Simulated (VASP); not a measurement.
# SnTe (P6_3mc) in VASP: further runs

The runs below take SnTe through single point, with r2SCAN.

Program: VASP 6.6.1. These are calculated values, not measurements. Logs are shortened: lines on timing, memory, paths and dates and some standing lists are left out, and cuts for length are marked.

### Step 1. The cell of the first run

The structure is hexagonal, space group P6_3mc (No. 186). The conventional cell has a = 5.342 Å, b = 5.342 Å, c = 6.422 Å, α = 90.00°, β = 90.00°, γ = 120.00°. Within 3.9 Å of Sn (site symmetry 3m) lie 5 Te at 3.00 to 3.42 Å. Within 3.9 Å of Te (site symmetry 3m) lie 5 Sn at 3.00 to 3.42 Å.

### Step 2. Single point, r2SCAN (39.68 Å³/atom)

File POSCAR:

```
SnTe
1.0
    5.3422388014      0.0000000001      0.0000000000
   -2.6711194008      4.6265145151      0.0000000000
    0.0000000000      0.0000000000      6.4222663025
Sn Te
2 2
Direct
    0.3333333333      0.6666666667     -0.0459806339
    0.6666666667      0.3333333333      0.4540193661
    0.3333333333      0.6666666667      0.4209806339
    0.6666666667      0.3333333333      0.9209806339
```

File INCAR.step1:

```
PREC = Accurate
ENCUT = 520
ISMEAR = 0
SIGMA = 0.01
LREAL = False
LASPH = True
NELM = 80
NBANDS = 28
GGA = PE
ALGO = Normal
EDIFF = 1E-4
LWAVE = True
LCHARG = False
```

File INCAR.step2:

```
PREC = Accurate
ENCUT = 520
EDIFF = 1E-6
ISMEAR = 0
SIGMA = 0.01
LREAL = False
LASPH = True
NELM = 80
ALGO = Normal
ISIF = 2
LWAVE = False
LCHARG = False
METAGGA = R2SCAN
LMIXTAU = True
NBANDS = 28
ISTART = 1
```

File KPOINTS:

```
Automatic mesh
0
Gamma
  6 6 4
```

Potentials or basis: VASP PAW PBE potentials, release 64 (Sn_d, Te).

On the command line:

```console
> cat potpaw_PBE.64/Sn_d/POTCAR potpaw_PBE.64/Te/POTCAR > POTCAR
> cp INCAR.step1 INCAR
> mpirun -np 1 vasp_std > vasp.out
> cp INCAR.step2 INCAR
> mpirun -np 1 vasp_std > vasp.out
```

OUTCAR:

```text
PREC = Accurate
   ENCUT = 520
   EDIFF = 1E-6
   ISMEAR = 0
   LREAL = False
   LASPH = True
   NELM = 80
   ISIF = 2
   METAGGA = R2SCAN
   ISTART = 1

 ion  position               nearest neighbor table
   1  0.333  0.667  0.954-   3 3.00   4 3.09   4 3.09   4 3.09   3 3.42
   2  0.667  0.333  0.454-   4 3.00   3 3.09   3 3.09   3 3.09   4 3.42
   3  0.333  0.667  0.421-   1 3.00   2 3.09   2 3.09   2 3.09   1 3.42
   4  0.667  0.333  0.921-   2 3.00   1 3.09   1 3.09   1 3.09   2 3.42

  LATTYP: Found a hexagonal cell.
 ALAT       =     5.3422388014
 C/A-ratio  =     1.2021675820

  Lattice vectors:

 A1 = (   5.3422388014,   0.0000000001,   0.0000000000)
 A2 = (  -2.6711194008,   4.6265145151,   0.0000000000)
 A3 = (   0.0000000000,   0.0000000000,   6.4222663025)

Analysis of symmetry for initial positions (statically):
=====================================================================
 Subroutine PRICEL returns:
 Original cell was already a primitive cell.

 Routine SETGRP: Setting up the symmetry group for a
 hexagonal supercell.

 Subroutine GETGRP returns: Found 12 space group operations
 (whereof  6 operations were pure point group operations)
 out of a pool of 24 trial point group operations.

The static configuration has the point symmetry C_3v.
 The point group associated with its full space group is C_6v.

Analysis of symmetry for dynamics (positions and initial velocities):
=====================================================================
 Subroutine PRICEL returns:
 Original cell was already a primitive cell.

 Routine SETGRP: Setting up the symmetry group for a
 hexagonal supercell.

 Subroutine GETGRP returns: Found 12 space group operations
 (whereof  6 operations were pure point group operations)
 out of a pool of 24 trial point group operations.

The dynamic configuration has the point symmetry C_3v.
 The point group associated with its full space group is C_6v.

 Subroutine INISYM returns: Found 12 space group operations
 (whereof  6 operations are pure point group operations),
 and found     1 'primitive' translations

----------------------------------------------------------------------------------------

                                     Primitive cell

  volume of cell :     158.7324

  direct lattice vectors                    reciprocal lattice vectors
     5.342238801  0.000000000  0.000000000     0.187187439  0.108072718  0.000000000
    -2.671119401  4.626514515  0.000000000    -0.000000000  0.216145437  0.000000000
     0.000000000  0.000000000  6.422266302     0.000000000  0.000000000  0.155708274

  length of vectors
     5.342238801  5.342238801  6.422266302     0.216145437  0.216145437  0.155708274

  position of ions in fractional coordinates (direct lattice)
     0.333333333  0.666666667  0.954019366
     0.666666667  0.333333333  0.454019366
     0.333333333  0.666666667  0.420980634
     0.666666667  0.333333333  0.920980634

  ion indices of the primitive-cell ions
   primitive index   ion index
                 1           1
                 2           2
                 3           3
                 4           4

----------------------------------------------------------------------------------------

 KPOINTS: Automatic mesh

Automatic generation of k-mesh.
 Grid dimensions read from file:
 generate k-points for:    6    6    4

 Generating k-lattice:

  Cartesian coordinates                     Fractional coordinates (reciprocal lattice)
     0.031197907  0.018012120  0.000000000     0.166666667  0.000000000  0.000000000
    -0.000000000  0.036024239  0.000000000     0.000000000  0.166666667  0.000000000
     0.000000000  0.000000000  0.038927068     0.000000000  0.000000000  0.250000000

  Length of vectors
     0.036024239  0.036024239  0.038927068

  Shift w.r.t. Gamma in fractional coordinates (k-lattice)
     0.000000000  0.000000000  0.000000000

 Subroutine IBZKPT returns following result:
 ===========================================

 Found     21 irreducible k-points:

 Following reciprocal coordinates:
            Coordinates               Weight
  0.000000  0.000000  0.000000      1.000000
  0.166667  0.000000  0.000000      6.000000
  0.333333  0.000000  0.000000      6.000000
  0.500000 -0.000000  0.000000      3.000000
  0.166667  0.166667  0.000000      6.000000
  0.333333  0.166667  0.000000     12.000000
[... 13 lines left out ...]
  0.333333  0.166667  0.500000     12.000000
  0.333333  0.333333  0.500000      2.000000
   k-points           NKPTS =     21   k-points in BZ     NKDIM =     21   number of bands    NBANDS=     28
   number of dos      NEDOS =    301   number of ions     NIONS =      4
   total plane-waves  NPLWV =  76800
   dimension x,y,z NGX =    40 NGY =   40 NGZ =   48
   dimension x,y,z NGXF=    80 NGYF=   80 NGZF=   96
   ions per type =               2   2
   NGX,Y,Z   is equivalent  to a cutoff of  12.45, 12.45, 12.43 a.u.
   NGXF,Y,Z  is equivalent  to a cutoff of  24.90, 24.90, 24.85 a.u.
 SYSTEM =  unknown system
   PREC   = accura    normal or accurate (medium, high low for compatibility)
   ISTART =      1    job   : 0-new  1-cont  2-samecut
   ICHARG =      0    charge: 1-file 2-atom 10-const
   ISPIN  =      1    spin polarized calculation?
   LNONCOLLINEAR =      F non collinear calculations
   LSORBIT =      F    spin-orbit coupling
   LASPH  =      T    aspherical Exc in radial PAW
   ENCUT  =  520.0 eV  38.22 Ry    6.18 a.u.   9.93  9.93 11.94*2*pi/ulx,y,z
   NELM   =     80;   NELMIN=  2; NELMDL=  0     # of ELM steps
   EDIFF  = 0.1E-05   stopping-criterion for ELM
   LREAL  =      F    real-space projection
   EDIFFG = 0.1E-04   stopping-criterion for IOM
   NSW    =      0    number of steps for IOM
   IBRION =     -1    ionic relax: 0-MD 1-quasi-New 2-CG
   NFREE  =      0    steps in history (QN), initial steepest desc. (CG)
   ISIF   =      2    stress and relaxation
   ISYM   =      2    0-nonsym 1-usesym 2-fastsym
   POTIM  = 0.5000    time-step for ionic-motion
   TEBEG  =    0.0;   TEEND  =   0.0 temperature during run
   PSTRESS=    0.0 pullay stress
   NELECT =      40.0000    total number of electrons
   NUPDOWN=      -1.0000    fix difference up-down
   EMIN   =  10.00;   EMAX   =-10.00  energy-range for DOS
   EFERMI =   0.00;   METHOD = LEGACY
   ISMEAR =     0;   SIGMA  =   0.01  broadening in eV -4-tet -1-fermi 0-gaus
   EFERMI_NEDOS =   21; number of points for ismear=-14 and -15
   IALGO  =     38    algorithm
   IMIX   =      4    mixing-type and parameters
     AMIX     =   0.40;   BMIX     =  1.00
     AMIX_MAG =   1.60;   BMIX_MAG =  1.00
  volume/ion in A,a.u.               =      39.68       267.79
  Fermi-wavevector in a.u.,A,eV,Ry     =   1.034046  1.954063 14.548031  1.069250
  Thomas-Fermi vector in A             =   2.168322
   LORBIT       =      0    0 simple, 1 ext, 2 COOP (PROOUT), +10 PAW based schemes
   METAGGA = R2SCAN    functional components
   LHFCALC =     F    Hartree Fock is set to
   AEXX    =    0.0000 exact exchange contribution
   IVDW    =     0    specifies the selected vdW correction
   LEPSILON=     F    determine dielectric tensor
   LRPA    =     F    only Hartree local field effects (RPA)
 non-spin polarized calculation
 Gauss-broadening in eV      SIGMA  =   0.01
  energy-cutoff  :      520.00
  volume of cell :      158.73
 maximum number of plane-waves:      4314
 NGX is ok and might be reduce to    40
   NGX = 19   NGY = 19   NGZ = 23

 number of electron      39.9999995 magnetization

 Free energy of the ion-electron system (eV)
  ---------------------------------------------------
  ext. energy  EPLUGINS =         0.00000000
  ---------------------------------------------------
  free energy    TOTEN  =      -100.75626549 eV

  energy without entropy =     -100.75626549  energy(sigma->0) =     -100.75626549

 E-fermi :   4.6750     XC(G=0):  -8.7042

 val. band max:        4.5725789812   @ k =   0.3333   0.3333   0.5000
 cond. band min:       5.1058154074   @ k =   0.1667   0.0000   0.0000
 fundamental gap:      0.5332364262
 Fermi energy:         4.6750274333

 k-point     1 :       0.0000    0.0000    0.0000
  band No.  band energies     occupation
      1     -18.0088      2.00000
      2     -18.0087      2.00000
      3     -18.0085      2.00000
      4     -18.0084      2.00000
      5     -18.0037      2.00000
      6     -17.9880      2.00000
[... 20 lines left out ...]
     27       9.5373      0.00000
     28       9.5373      0.00000

 k-point     2 :       0.1667    0.0000    0.0000
  band No.  band energies     occupation
      1     -18.0109      2.00000
      2     -18.0088      2.00000
      3     -18.0086      2.00000
      4     -18.0076      2.00000
      5     -18.0005      2.00000
      6     -17.9882      2.00000
[... 20 lines left out ...]
     27       9.2551      0.00000
     28       9.6599      0.00000

 k-point     3 :       0.3333    0.0000    0.0000
  band No.  band energies     occupation
      1     -18.0131      2.00000
      2     -18.0097      2.00000
      3     -18.0080      2.00000
      4     -18.0062      2.00000
      5     -17.9960      2.00000
      6     -17.9890      2.00000
[... 20 lines left out ...]
     27       9.1382      0.00000
     28      10.1800      0.00000

 k-point     4 :       0.5000   -0.0000    0.0000
  band No.  band energies     occupation
      1     -18.0139      2.00000
      2     -18.0101      2.00000
      3     -18.0076      2.00000
      4     -18.0055      2.00000
      5     -17.9934      2.00000
      6     -17.9901      2.00000
[... 20 lines left out ...]
     27       9.3461      0.00000
     28       9.5658      0.00000

 k-point     5 :       0.1667    0.1667    0.0000
  band No.  band energies     occupation
      1     -18.0124      2.00000
      2     -18.0100      2.00000
      3     -18.0079      2.00000
      4     -18.0065      2.00000
      5     -17.9971      2.00000
      6     -17.9887      2.00000
[... 20 lines left out ...]
     27       9.8493      0.00000
     28      10.1941      0.00000

 k-point     6 :       0.3333    0.1667    0.0000
  band No.  band energies     occupation
      1     -18.0132      2.00000
      2     -18.0107      2.00000
      3     -18.0078      2.00000
      4     -18.0053      2.00000
      5     -17.9936      2.00000
      6     -17.9899      2.00000
[... 370 lines left out ...]
      5     -17.9934      2.00000
      6     -17.9934      2.00000
[... 20 lines left out ...]
     27      10.0543      0.00000
     28      10.0543      0.00000

 k-point    19 :       0.1667    0.1667    0.5000
  band No.  band energies     occupation
      1     -18.0098      2.00000
      2     -18.0098      2.00000
      3     -18.0076      2.00000
      4     -18.0076      2.00000
      5     -17.9940      2.00000
      6     -17.9940      2.00000
[... 20 lines left out ...]
     27      10.7130      0.00000
     28      10.7130      0.00000

 k-point    20 :       0.3333    0.1667    0.5000
  band No.  band energies     occupation
      1     -18.0102      2.00000
      2     -18.0102      2.00000
      3     -18.0068      2.00000
      4     -18.0068      2.00000
      5     -17.9934      2.00000
      6     -17.9934      2.00000
[... 20 lines left out ...]
     27       9.8074      0.00000
     28       9.8074      0.00000

 k-point    21 :       0.3333    0.3333    0.5000
  band No.  band energies     occupation
      1     -18.0102      2.00000
      2     -18.0102      2.00000
      3     -18.0065      2.00000
      4     -18.0065      2.00000
      5     -17.9933      2.00000
      6     -17.9933      2.00000
[... 20 lines left out ...]
     27       9.5856      0.00000
     28       9.5856      0.00000

------------------------ aborting loop because EDIFF is reached ----------------------------------------

  FORCE on cell =-STRESS in cart. coord.  units (eV):
  Direction    XX          YY          ZZ          XY          YZ          ZX
  --------------------------------------------------------------------------------------
  -------------------------------------------------------------------------------------
  Total        0.9960639      0.9960639      1.0951915     -0.0000000     -0.0000000     -0.0000000
  in kB       10.0538468     10.0538468     11.0543980     -0.0000000     -0.0000000     -0.0000000
  external PRESSURE =      10.3873639 kB  Pullay stress =       0.0000000 kB

 VOLUME and BASIS-vectors are now :
 -----------------------------------------------------------------------------
  energy-cutoff  :      520.00
  volume of cell :      158.73
      direct lattice vectors                 reciprocal lattice vectors
     5.342238801  0.000000000  0.000000000     0.187187439  0.108072718  0.000000000
    -2.671119401  4.626514515  0.000000000    -0.000000000  0.216145437  0.000000000
     0.000000000  0.000000000  6.422266302     0.000000000  0.000000000  0.155708274

 POSITION                                       TOTAL-FORCE (eV/Angst)
 -----------------------------------------------------------------------------------
     -0.00000      3.08434      6.12697        -0.000000      0.000000     -0.073148
      2.67112      1.54217      2.91583        -0.000000     -0.000000     -0.073148
     -0.00000      3.08434      2.70365         0.000000      0.000000      0.073148
      2.67112      1.54217      5.91478        -0.000000      0.000000      0.073148
 -----------------------------------------------------------------------------------
    total drift:                               -0.000000      0.000000     -0.000621

  FREE ENERGIE OF THE ION-ELECTRON SYSTEM (eV)
  ---------------------------------------------------
  free  energy   TOTEN  =      -100.7562654882 eV

  energy  without entropy=     -100.7562654882  energy(sigma->0) =     -100.75626549
```

Wall time 7.3 min (1 thread of Intel Xeon Platinum 8259CL at 2.50GHz (Skylake/Cascade Lake), shared host); peak memory 0.34 GiB.

What came out:

```yaml
Free_energy: -100.7563 eV
Pressure: 1.0 GPa
Largest_force: 0.073 eV/Å
Band_gap_on_the_k_mesh: 0.53 eV (least direct gap 0.78 eV)
```

Forces on the atoms (eV/Å):
```
Sn   0.000  0.000 -0.073
Sn   0.000  0.000 -0.073
Te   0.000  0.000  0.073
Te   0.000  0.000  0.073
```

Stress tensor (GPa, compression positive):
```
1.01 0.00 0.00
0.00 1.01 0.00
0.00 0.00 1.11
```

Caveat: the PAW data sets were made with another functional, which shifts forces and pressure a little; spin-orbit coupling is left out, which moves the levels of the heavy elements. A k mesh can miss the band edges.

(Part 1 of 2 ends here.)
